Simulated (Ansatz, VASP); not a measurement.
Re: VASP beside Ansatz

```xyz
2
Lattice="2.7392 0.0000 0.0000 -1.3696 2.3722 0.0000 0.0000 0.0000 4.4119" Properties=species:S:1:pos:R:3 pbc="T T T"
Re    0.0000    1.5815    1.1030
Re    1.3696    0.7907    3.3089
```

Alike in both runs: task single point; functional LDA; k mesh 13 × 13 × 7; occupations fermi-dirac, width 0.01 eV; no spin polarisation.

|  | VASP | Ansatz |
| --- | --- | --- |
| version | VASP 6.6.1 | Ansatz 0.2.0 |
| potentials or method | VASP PAW LDA potentials, release 64 (Re_sv_GW), cutoff 560 eV | plane waves (420 eV) with PAW, scalar-relativistic |
| valence electrons in the cell | 30 | 30 |

|  | VASP | Ansatz | Ansatz less VASP |
| --- | --- | --- | --- |
| pressure (GPa) | -0.3 | -0.3 | 0.00 |
| traceless stress, the component that is largest in VASP (GPa) | -0.37 | -0.47 | -0.100 |

Ansatz warns that its potentials were made for another functional, while VASP's fit it. LDA's correlation is that of Perdew and Zunger in VASP and of Perdew and Wang (1992) in Ansatz.

Neither program's run includes spin-orbit coupling.
